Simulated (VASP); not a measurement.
Crystal: PtSe2.

```
Pt Se
1.0
     3.79030    0.00000    0.00000
    -1.89515    3.28250    0.00000
     0.00000    0.00000    6.76445
Pt Se
1 2
Direct
  0.00000 0.00000 0.00000
  0.33333 0.66667 0.19488
  0.66667 0.33333 0.80512
```

```yaml
Program: VASP 6.6.1
Task: relaxation of shape and atoms at fixed volume
Functional: PBE
Potentials_or_basis: VASP PAW PBE potentials, release 64 (Pt, Se)
Cutoff: 600 eV
k_mesh: 12 × 12 × 4
Occupations: gaussian, width 0.02 eV
Spin: no spin polarisation
```

At the start: pressure -2.5 GPa; volume 28.05 Å³/atom.

**Question.** How do energy, volume and symmetry change on relaxing?

**Answer.** Over 6 steps the energy falls by 6.5 meV/atom; space group P-3m1 (No. 164, to 0.1 Å) before and after.

The path:
```
step  energy change (eV)  largest force (eV/Å)  pressure (GPa)  volume (Å³)
   1              0.0000                0.3487           -2.46        84.16
   2             -0.0117                0.1902           -1.56        84.16
   3             -0.0180                0.0264           -0.33        84.16
   4             -0.0180                0.0499           -0.19        84.16
   5             -0.0191                0.0222           -0.11        84.16
   6             -0.0194                0.0017           -0.04        84.16
```

Final structure:
```
CELL_PARAMETERS angstrom
3.74985 0.00000 0.00000
-1.87493 3.24747 0.00000
0.00000 0.00000 6.91117
ATOMIC_POSITIONS crystal
Pt 0.00000 0.00000 0.00000
Se 0.33333 0.66667 0.18916
Se 0.66667 0.33333 0.81084
```

Caveat: this functional lacks dispersion, which binds the layers, so the pressure and a relaxed spacing across them are unreliable.
